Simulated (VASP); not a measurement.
Set up this calculation in VASP 6.6.1, as the native input.

* Task: single point
* Functional: PBE
* Potentials or basis: VASP PAW PBE potentials, release 64 (Ru_pv, W_sv)
* Cutoff: 520 eV
* k mesh: 18 × 18 × 6
* Occupations: gaussian, width 0.1 eV
* Spin: no spin polarisation
* Dipole correction: no
* Further INCAR settings: ALGO = Fast; EDIFF = 1e-07; NBANDS = 28

The structure of Ru2W lies in POSCAR:

```
Ru2W
1.0
    2.7581538829      0.0000000000      0.0000000000
   -1.3790769414      2.3886313301      0.0000000000
    0.0000000000      0.0000000000      7.2856087999
Ru W
2 1
Direct
    0.0000000000      0.0000000000      0.6727133366
    0.0000000000      0.0000000000      0.3272866634
    0.0000000000      0.0000000000      0.0000000000
```

The cell was generated, and may not be a known phase.

The input as run:

INCAR

```
  PREC = Accurate
  ENCUT = 520
  EDIFF = 1E-7
  ISMEAR = 0
  SIGMA = 0.1
  LREAL = F
  LASPH = T
  NELM = 100
  ALGO = Fast
  ISIF = 2
  LWAVE = F
  LCHARG = T
  GGA = PE
  LELF = T
  LVHAR = T
  NBANDS = 28
```

KPOINTS

```
regular mesh
0
Gamma
  18 18 6
```

Potentials or basis: VASP PAW PBE potentials, release 64 (Ru_pv, W_sv).

The run is started by

```sh
$ cat potpaw_PBE.64/Ru_pv/POTCAR potpaw_PBE.64/W_sv/POTCAR > POTCAR
$ mpirun -np 1 vasp_std > vasp.out
```

It gave:

```yaml
Pressure: 0.6 GPa
Largest_force: 0.119 eV/Å
Band_gap_on_the_k_mesh: zero (bands 21 and 22 overlap by 2.61 eV)
```

Caveat: spin-orbit coupling is left out, which moves the levels of the heavy elements.

It took 100 s on 1 thread of Intel(R) Xeon(R) 6975P-C (Granite Rapids) (shared host), peak memory 0.31 GiB.
